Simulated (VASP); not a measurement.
# Hf: single point with revPBE+D4

Hf:

```xyz
2
Lattice="3.2070 0.0000 0.0000 -1.6035 2.7773 0.0000 0.0000 0.0000 5.0609" Properties=species:S:1:pos:R:3 pbc="T T T"
Hf    1.6035    0.9258    3.7957
Hf    0.0000    1.8516    1.2652
```

| Quantity | Value |
| --- | --- |
| Program | VASP 6.6.1 |
| Task | single point |
| Functional | revPBE |
| Dispersion | D4 |
| Potentials or basis | VASP PAW PBE potentials, release 64 (Hf_pv) |
| Cutoff | 520 eV |
| k mesh | 10 × 10 × 5 |
| Occupations | fermi-dirac, width 0.05 eV |
| Spin | no spin polarisation |

```
Pressure                   : -0.5 GPa
Band gap on the k mesh     : zero (band 10 reaches 6.13 eV, above the bottom of band 11 at 4.63 eV)
Dispersion energy per atom : -0.265 eV
```

Stress tensor (GPa, compression positive):
```
-0.45  0.00  0.00
 0.00 -0.45  0.00
 0.00  0.00 -0.57
```

Levels at points of the mesh, in eV from the Fermi level:
```csv
k point,band 8,band 9,band 10,band 11,band 12,band 13
"(0.00, 0.00, 0.00)",-3.67,0.61,1.20,1.20,1.50,2.02
"(0.50, 0.00, 0.00)",-2.71,-2.19,-0.84,0.80,0.88,1.70
```

It took 12 s on 1 thread of Intel(R) Xeon(R) 6975P-C (Granite Rapids) (shared host), peak memory 0.17 GiB.

Caveat: the PAW data sets were made with another functional, which shifts forces and pressure a little; spin-orbit coupling is left out, which moves the levels of the heavy elements; pairwise dispersion overbinds metals, which lowers pressure and volume.
